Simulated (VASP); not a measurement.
# Sr (C2/c) in VASP: single point with PBEsol

Aim: the single point of Sr with PBEsol.

All numbers are computed with VASP 6.6.1; they aren't measurements. Logs are shortened: lines on timing, memory, paths and dates and some standing lists are left out, and cuts for length are marked.

### Step 1. The cell of the first run

The structure is monoclinic, space group C2/c (No. 15). Conventional cell: a = 4.311 Å, b = 7.465 Å, c = 7.051 Å, α = 90.00°, β = 92.01°, γ = 90.00°. Within 5.6 Å of Sr (site symmetry 2) lie 12 Sr at 4.25 to 4.38 Å.

### Step 2. Single point, PBEsol (strain +0.0350 x Voigt [0, 0, 0, 0, 1, 0])

Contents of INCAR:

```
PREC     = Accurate       # precision mode
ENCUT    = 520            # plane-wave cutoff, eV
EDIFF    = 1E-7           # SCF threshold, eV
ISMEAR   = 0              # smearing method
SIGMA    = 0.15           # smearing width, eV
LREAL    = F              # projectors in reciprocal space
LASPH    = T              # aspherical terms in the spheres
NELM     = 100            # most SCF steps
ALGO     = Fast           # electronic algorithm
ISIF     = 2              # what is computed and relaxed
LWAVE    = F              # write WAVECAR
LCHARG   = T              # write CHGCAR
GGA      = PS             # functional
LELF     = T              # ELF
LVHAR    = T            
NBANDS   = 17             # bands
```

Contents of KPOINTS:

```
regular mesh
0
Gamma
  12 12 8
```

Contents of POSCAR:

```
Sr
1.0
    4.3100002207      0.0000000000      0.0754250039
   -2.1550001104      3.7325696814     -0.0377125019
    0.1233750000      0.0000000000      7.0500000000
Sr
2
Direct
    0.3333333333      0.6666666667      0.2500000000
    0.6666666667      0.3333333333      0.7500000000
```

Potentials or basis: VASP PAW PBE potentials, release 64 (Sr_sv).

Started as:

```
$ cat potpaw_PBE.64/Sr_sv/POTCAR > POTCAR
$ mpirun -np 1 vasp_std > vasp.out
```

OUTCAR:

```text
PREC = Accurate
   ENCUT = 520
   EDIFF = 1E-7
   ISMEAR = 0
   LREAL = F
   LASPH = T
   NELM = 100
   ISIF = 2
   GGA = PS

 ion  position               nearest neighbor table
   1  0.333  0.667  0.250-   2 4.25   2 4.25   2 4.32   2 4.32   2 4.38   2 4.38
   2  0.667  0.333  0.750-   1 4.25   1 4.25   1 4.32   1 4.32   1 4.38   1 4.38

  LATTYP: Found a base centered monoclinic cell.
 ALAT       =     4.3106601390
 B/A-ratio  =     1.7317856482
 C/A-ratio  =     1.6357307747
 COS(beta)  =    -0.0349892845

  Lattice vectors:

 A1 = (  -2.1550001104,   3.7325696814,  -0.0377125019)
 A2 = (  -2.1550001103,  -3.7325696814,  -0.0377125020)
 A3 = (   0.1233750000,   0.0000000000,   7.0500000000)

Analysis of symmetry for initial positions (statically):
=====================================================================
 Subroutine PRICEL returns:
 Original cell was already a primitive cell.

 Routine SETGRP: Setting up the symmetry group for a
 base centered monoclinic supercell.

 Subroutine GETGRP returns: Found  4 space group operations
 (whereof  2 operations were pure point group operations)
 out of a pool of  4 trial point group operations.

The static configuration has the point symmetry S_2 .
 The point group associated with its full space group is C_2h.

Analysis of symmetry for dynamics (positions and initial velocities):
=====================================================================
 Subroutine PRICEL returns:
 Original cell was already a primitive cell.

 Routine SETGRP: Setting up the symmetry group for a
 base centered monoclinic supercell.

 Subroutine GETGRP returns: Found  4 space group operations
 (whereof  2 operations were pure point group operations)
 out of a pool of  4 trial point group operations.

The dynamic configuration has the point symmetry S_2 .
 The point group associated with its full space group is C_2h.

 Subroutine INISYM returns: Found  4 space group operations
 (whereof  2 operations are pure point group operations),
 and found     1 'primitive' translations

----------------------------------------------------------------------------------------

                                     Primitive cell

  volume of cell :     113.3813

  direct lattice vectors                    reciprocal lattice vectors
     4.310000221  0.000000000  0.075425004     0.232089627  0.133955972 -0.004061568
    -2.155000110  3.732569681 -0.037712502     0.000000000  0.267911944  0.000000000
     0.123375000  0.000000000  7.050000000    -0.002483030 -0.000000000  0.141887425

  length of vectors
     4.310660139  4.310165210  7.051079449     0.268004279  0.267911944  0.141909150

  position of ions in fractional coordinates (direct lattice)
     0.333333333  0.666666667  0.250000000
     0.666666667  0.333333333  0.750000000

  ion indices of the primitive-cell ions
   primitive index   ion index
                 1           1
                 2           2

----------------------------------------------------------------------------------------

 KPOINTS: regular mesh

Automatic generation of k-mesh.
 Grid dimensions read from file:
 generate k-points for:   12   12    8

 Generating k-lattice:

  Cartesian coordinates                     Fractional coordinates (reciprocal lattice)
     0.019340802  0.011162998 -0.000338464     0.083333333 -0.000000000  0.000000000
     0.000000000  0.022325995  0.000000000     0.000000000  0.083333333  0.000000000
    -0.000310379 -0.000000000  0.017735928     0.000000000  0.000000000  0.125000000

  Length of vectors
     0.022333690  0.022325995  0.017738644

  Shift w.r.t. Gamma in fractional coordinates (k-lattice)
     0.000000000  0.000000000  0.000000000

 Subroutine IBZKPT returns following result:
 ===========================================

 Found    320 irreducible k-points:

 Following reciprocal coordinates:
            Coordinates               Weight
  0.000000  0.000000  0.000000      1.000000
  0.083333  0.000000  0.000000      4.000000
  0.166667  0.000000  0.000000      4.000000
  0.250000 -0.000000  0.000000      4.000000
  0.333333 -0.000000  0.000000      4.000000
  0.416667 -0.000000  0.000000      4.000000
[... 16 lines left out ...]
  0.333333  0.166667  0.000000      4.000000
  0.416667  0.166667  0.000000      4.000000
 [... further k-points ...]
   k-points           NKPTS =    320   k-points in BZ     NKDIM =    320   number of bands    NBANDS=     17
   number of dos      NEDOS =    301   number of ions     NIONS =      2
   total plane-waves  NPLWV =  55296
   dimension x,y,z NGX =    32 NGY =   32 NGZ =   54
   dimension x,y,z NGXF=    64 NGYF=   64 NGZF=  108
   ions per type =               2
   NGX,Y,Z   is equivalent  to a cutoff of  12.34, 12.34, 12.73 a.u.
   NGXF,Y,Z  is equivalent  to a cutoff of  24.68, 24.69, 25.46 a.u.
 SYSTEM =  unknown system
   PREC   = accura    normal or accurate (medium, high low for compatibility)
   ISTART =      0    job   : 0-new  1-cont  2-samecut
   ICHARG =      2    charge: 1-file 2-atom 10-const
   ISPIN  =      1    spin polarized calculation?
   LNONCOLLINEAR =      F non collinear calculations
   LSORBIT =      F    spin-orbit coupling
   LASPH  =      T    aspherical Exc in radial PAW
   ENCUT  =  520.0 eV  38.22 Ry    6.18 a.u.   8.01  8.01 13.11*2*pi/ulx,y,z
   NELM   =    100;   NELMIN=  2; NELMDL= -5     # of ELM steps
   EDIFF  = 0.1E-06   stopping-criterion for ELM
   LREAL  =      F    real-space projection
   EDIFFG = 0.1E-05   stopping-criterion for IOM
   NSW    =      0    number of steps for IOM
   IBRION =     -1    ionic relax: 0-MD 1-quasi-New 2-CG
   NFREE  =      0    steps in history (QN), initial steepest desc. (CG)
   ISIF   =      2    stress and relaxation
   ISYM   =      2    0-nonsym 1-usesym 2-fastsym
   POTIM  = 0.5000    time-step for ionic-motion
   TEBEG  =    0.0;   TEEND  =   0.0 temperature during run
   PSTRESS=    0.0 pullay stress
   NELECT =      20.0000    total number of electrons
   NUPDOWN=      -1.0000    fix difference up-down
   EMIN   =  10.00;   EMAX   =-10.00  energy-range for DOS
   EFERMI =   0.00;   METHOD = LEGACY
   ISMEAR =     0;   SIGMA  =   0.15  broadening in eV -4-tet -1-fermi 0-gaus
   EFERMI_NEDOS =   21; number of points for ismear=-14 and -15
   IALGO  =     68    algorithm
   IMIX   =      4    mixing-type and parameters
     AMIX     =   0.40;   BMIX     =  1.00
     AMIX_MAG =   1.60;   BMIX_MAG =  1.00
  volume/ion in A,a.u.               =      56.69       382.57
  Fermi-wavevector in a.u.,A,eV,Ry     =   0.918130  1.735015 11.469215  0.842964
  Thomas-Fermi vector in A             =   2.043177
   LORBIT       =      0    0 simple, 1 ext, 2 COOP (PROOUT), +10 PAW based schemes
   GGA     = PS    functional components
   LHFCALC =     F    Hartree Fock is set to
   AEXX    =    0.0000 exact exchange contribution
   IVDW    =     0    specifies the selected vdW correction
   LEPSILON=     F    determine dielectric tensor
   LRPA    =     F    only Hartree local field effects (RPA)
 non-spin polarized calculation
 RMM-DIIS sequential band-by-band and
 Gauss-broadening in eV      SIGMA  =   0.15
  energy-cutoff  :      520.00
  volume of cell :      113.38
 maximum number of plane-waves:      3076
   NGX = 17   NGY = 17   NGZ = 27

 number of electron      20.0000000 magnetization

 Free energy of the ion-electron system (eV)
  ---------------------------------------------------
  ext. energy  EPLUGINS =         0.00000000
  ---------------------------------------------------
  free energy    TOTEN  =        -3.65794773 eV

  energy without entropy =       -3.62981253  energy(sigma->0) =       -3.64388013

 E-fermi :   1.4107     XC(G=0):  -7.3382

 val. band max:        1.4095055434   @ k =   0.1667   0.0833   0.0000
 cond. band min:       1.4108931144   @ k =   0.1667   0.0000   0.0000
 fundamental gap:      0.0013875710
 Fermi energy:         1.4107267538

 k-point     1 :       0.0000    0.0000    0.0000
  band No.  band energies     occupation
      1     -35.2004      2.00000
      2     -35.1882      2.00000
      3     -17.2828      2.00000
      4     -17.1320      2.00000
      5     -17.1312      2.00000
      6     -17.1076      2.00000
[... 9 lines left out ...]
     16       4.0514      0.00000
     17       4.5689      0.00000

 k-point     2 :       0.0833    0.0000    0.0000
  band No.  band energies     occupation
      1     -35.1997      2.00000
      2     -35.1878      2.00000
      3     -17.2788      2.00000
      4     -17.1405      2.00000
      5     -17.1346      2.00000
      6     -17.1168      2.00000
[... 9 lines left out ...]
     16       4.1418      0.00000
     17       4.3891      0.00000

 k-point     3 :       0.1667    0.0000    0.0000
  band No.  band energies     occupation
      1     -35.1976      2.00000
      2     -35.1869      2.00000
      3     -17.2676      2.00000
      4     -17.1654      2.00000
      5     -17.1424      2.00000
      6     -17.1422      2.00000
[... 9 lines left out ...]
     16       4.1277      0.00000
     17       4.2359      0.00000

 k-point     4 :       0.2500   -0.0000    0.0000
  band No.  band energies     occupation
      1     -35.1948      2.00000
      2     -35.1857      2.00000
      3     -17.2510      2.00000
      4     -17.1994      2.00000
      5     -17.1762      2.00000
      6     -17.1526      2.00000
[... 9 lines left out ...]
     16       4.4316      0.00000
     17       4.4430      0.00000
[... 343 lines left out ...]
      1     -35.1905      2.00000
      2     -35.1844      2.00000
      3     -17.2329      2.00000
      4     -17.2205      2.00000
      5     -17.2179      2.00000
      6     -17.1705      2.00000
[... 9 lines left out ...]
     16       4.7422      0.00000
     17       5.0122      0.00000

 k-point    23 :       0.3333    0.1667    0.0000
  band No.  band energies     occupation
      1     -35.1882      2.00000
      2     -35.1842      2.00000
      3     -17.2512      2.00000
      4     -17.2282      2.00000
      5     -17.2048      2.00000
      6     -17.1843      2.00000
[... 9 lines left out ...]
     16       4.9267      0.00000
     17       5.2609      0.00000

 k-point    24 :       0.4167    0.1667    0.0000
  band No.  band energies     occupation
      1     -35.1871      2.00000
      2     -35.1843      2.00000
      3     -17.2584      2.00000
      4     -17.2312      2.00000
      5     -17.1978      2.00000
      6     -17.1884      2.00000
[... 9 lines left out ...]
     16       5.1317      0.00000
     17       5.3047      0.00000

 [... further k-points ...]

------------------------ aborting loop because EDIFF is reached ----------------------------------------

  FORCE on cell =-STRESS in cart. coord.  units (eV):
  Direction    XX          YY          ZZ          XY          YZ          ZX
  --------------------------------------------------------------------------------------
  -------------------------------------------------------------------------------------
  Total       -0.6089512     -0.6111670     -0.5678382      0.0000000     -0.0000000     -0.1439857
  in kB       -8.6050176     -8.6363289     -8.0240547      0.0000000     -0.0000000     -2.0346453
  external PRESSURE =      -8.4218004 kB  Pullay stress =       0.0000000 kB

 VOLUME and BASIS-vectors are now :
 -----------------------------------------------------------------------------
  energy-cutoff  :      520.00
  volume of cell :      113.38
      direct lattice vectors                 reciprocal lattice vectors
     4.310000221  0.000000000  0.075425004     0.232089627  0.133955972 -0.004061568
    -2.155000110  3.732569681 -0.037712502     0.000000000  0.267911944  0.000000000
     0.123375000  0.000000000  7.050000000    -0.002483030 -0.000000000  0.141887425

 POSITION                                       TOTAL-FORCE (eV/Angst)
 -----------------------------------------------------------------------------------
      0.03084      2.48838      1.76250        -0.000000      0.004109      0.000000
      2.24753      1.24419      5.32521         0.000000     -0.004109     -0.000000
 -----------------------------------------------------------------------------------
    total drift:                                0.000000     -0.000000      0.000000

  FREE ENERGIE OF THE ION-ELECTRON SYSTEM (eV)
  ---------------------------------------------------
  free  energy   TOTEN  =        -3.6579477347 eV

  energy  without entropy=       -3.6298125306  energy(sigma->0) =       -3.64388013
```

Wall time 16 min (1 thread of Oxide Virtual Turin-like, shared host); peak memory 0.59 GiB.

What came out:

```yaml
Free_energy: -3.6579 eV
Pressure: -0.8 GPa
Largest_force: 0.004 eV/Å
Band_gap_on_the_k_mesh: zero (bands 10 and 11 overlap by 0.28 eV)
```

Forces in eV/Å, atoms in the order of the input:
```
Sr   0.000  0.004  0.000
Sr   0.000 -0.004  0.000
```

Levels at points of the mesh, in eV from the Fermi level:
```
           k point  band 6  band 7  band 8  band 9  band 10  band 11  band 12  band 13  band 14  band 15
(0.00, 0.00, 0.00)  -18.52  -18.52  -18.51   -3.63    -1.15     0.02     2.24     2.25     2.25     2.64
(0.50, 0.00, 0.00)  -18.58  -18.56  -18.54   -1.14    -0.56     0.07     0.25     1.24     1.83     2.16
(0.00, 0.50, 0.00)  -18.58  -18.56  -18.54   -1.14    -0.56     0.09     0.24     1.26     1.78     2.19
(0.00, 0.00, 0.50)  -18.53  -18.53  -18.53   -2.71    -2.71     1.24     1.24     2.23     2.23     2.26
(0.50, 0.00, 0.50)  -18.56  -18.56  -18.56   -0.86    -0.76     0.14     0.28     1.24     1.36     2.89
(0.00, 0.50, 0.50)  -18.57  -18.56  -18.56   -0.81    -0.81     0.21     0.21     1.30     1.30     2.91
```

Caveat: the cell differs from its parent crystal (strain +0.0350 x Voigt [0, 0, 0, 0, 1, 0]); the PAW data sets were made with another functional, which shifts forces and pressure a little.
